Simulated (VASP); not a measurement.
Input of a VASP 6.6.1 run:

INCAR

```
SYSTEM = Ga6HN6
ALGO = Normal
EDIFF = 1E-6
ENCUT = 520
GGA = PE
GGA_COMPAT = .FALSE.
ISIF = 2
ISMEAR = 0
ISPIN = 2
LASPH = .TRUE.
LCHARG = .TRUE.
LELF = .TRUE.
LORBIT = 11
LREAL = .FALSE.
LVHAR = .TRUE.
LWAVE = .FALSE.
MAGMOM = 0 0 0 0 0 0 0 0 0 0 0 0 0.38
NBANDS = 70
NELM = 200
PREC = Accurate
SIGMA = 0.02
```

KPOINTS

```
k-points
0
G
  3 3 3
  0 0 0
```

POSCAR

```
Ga6HN6
1.0
    0.0000000000      0.0000000000      5.2431684095
    4.8275562239     -2.7871908853      0.0000000000
   -0.0000000001      5.5743817708      0.0000000000
Ga N H
6 6 1
Direct
    0.4989763432      0.3312999219      0.3313006175
    0.4989765340      0.0000006214      0.6687019091
    0.4989763432      0.6687012746      1.0000013144
    1.0017391374      0.0000006214      0.3306385906
    1.0017389467      0.6693635144      0.6693640730
    1.0017389467      0.3306376821      1.0000011774
    0.8779327003      0.3405578151      0.3405584182
    0.8779327003      0.0000006214      0.6594440215
    0.8779327003      0.6594433814      1.0000012219
    0.3753648264      0.0000006214      0.3346381372
    0.3753648264      0.6653637681      0.6653643368
    0.3753648264      0.3346374284      1.0000011875
   -0.2397933657      0.0000008286      0.0000023876
```

Potentials or basis: VASP PAW PBE potentials, release 64 (Ga_d, N, H).

Launch:

```sh
$ cat potpaw_PBE.64/Ga_d/POTCAR potpaw_PBE.64/N/POTCAR potpaw_PBE.64/H/POTCAR > POTCAR
$ mpirun -np 1 vasp_std > vasp.out
```

(1) Predict the pressure.

(2) Predict the net moment.

Answers

(1) 3.7 GPa.

(2) 0.93 μB per cell.

Caveat: the k points lie up to 0.43 Å⁻¹ apart.
